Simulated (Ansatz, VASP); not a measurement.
One calculation of Al, two programs

```
CELL_PARAMETERS angstrom
-0.04649 1.99102 2.03741
1.94453 0.00000 1.99092
1.99102 1.99102 -0.04649
ATOMIC_POSITIONS crystal
Al 0.00000 0.00000 0.00000
```

Change from the starting cell: engineering shear strain xz -0.0467, normal strain along z +0.0233.

Alike in both runs: task single point; functional PBE; dispersion D3(BJ); k mesh 20 × 20 × 20; occupations gaussian, width 0.15 eV; no spin polarisation.

```csv
,VASP,Ansatz
version,VASP 6.6.1,Ansatz 0.2.0
potentials or method,"VASP PAW PBE potentials, release 64 (Al), cutoff 520 eV","scalar-relativistic, plane waves, PAW"
valence electrons in the cell,3,3
```

|  | VASP | Ansatz | Ansatz less VASP |
| --- | --- | --- | --- |
| gap on the k mesh at the Fermi level (eV) | none | none | - |
| pressure (GPa) | -1.6 | -1.6 | +0.01 |
| traceless stress, the component that is largest in VASP (GPa) | 1.58 | 1.58 | +0.003 |

A gap of «none» marks a metal or a gap that the smearing closes.
